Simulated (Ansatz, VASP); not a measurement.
# Two plane-wave programs on SbO4

Contents of INCAR:

```
SYSTEM = SbO4
  ALGO = Normal
  EDIFF = 1E-6
  ENCUT = 700
  GGA = PE
  GGA_COMPAT = .False.
  ISIF = 2
  ISMEAR = 0
  LASPH = .True.
  LCHARG = .False.
  LREAL = .False.
  LWAVE = .False.
  NBANDS = 28
  NELM = 120
  PREC = Accurate
  SIGMA = 0.1
```

The input KPOINTS:

```
k-points
0
Gamma
  6 6 4
  0 0 0
```

POSCAR

```
SbO4
1.0
    4.0505045400      0.0000000000      0.0000000000
   -2.0252522700      3.5078398300      0.0000000000
    0.0000000000      0.0000000000      5.6472929000
Sb O
1 4
Direct
    0.0000000000      0.0000000000      0.5000000000
    0.0000000000      0.0000000000      0.2027633600
    0.0000000000      0.0000000000      0.7972366400
    0.3333333300      0.6666666700      0.0000000000
    0.6666666700      0.3333333300      0.0000000000
```

Input for Ansatz:

```yaml
crystal:
  lattice:
    - [4.05050454, 0.0, 0.0]
    - [-2.02525227, 3.50783983, 0.0]
    - [0.0, 0.0, 5.6472929]
  atoms:
    - { symbol: Sb, position: [0.0, 0.0, 0.5] }
    - { symbol: O, position: [0.0, 0.0, 0.20276336] }
    - { symbol: O, position: [0.0, 0.0, 0.79723664] }
    - { symbol: O, position: [0.33333333, 0.66666667, 0.0] }
    - { symbol: O, position: [0.66666667, 0.33333333, 0.0] }
basis:
  ecutwfc: 420
kpoints:
  mp_grid: { grid: [6, 6, 4] }
hamiltonian:
  xc: pbe
scf:
  occupations: { method: gaussian, width: 0.1 }
  lower_state_search: "off"
output:
  forces: true
  stress: true
  eigenvalues: true
```

Alike in both runs: task single point; functional PBE; k mesh 6 × 6 × 4; occupations gaussian, width 0.1 eV; no spin polarisation.

|  | VASP | Ansatz |
| --- | --- | --- |
| version | VASP 6.6.1 | Ansatz 0.2.0 |
| potentials or method | VASP PAW PBE potentials, release 64 (Sb_d_GW, O), cutoff 700 eV | scalar-relativistic, plane waves, PAW |
| valence electrons in the cell | 39 | 39 |

VASP gave:

* gap on the k mesh at the Fermi level (eV): none
* pressure (GPa): 15.7
* traceless stress, the component that is largest in VASP (GPa): 37.88
* rms of the force components (eV/Å): 2.420

**Question.** Which values does Ansatz return?

**Answer.** gap on the k mesh at the Fermi level (eV): none; pressure (GPa): 15.2; traceless stress, the component that is largest in VASP (GPa): 36.26; rms of the force components (eV/Å): 2.283.

Atom by atom the forces differ by 0.137 eV/Å (rms over components). A gap of «none» marks a metal or a gap that the smearing closes.

Neither program's run includes spin-orbit coupling.
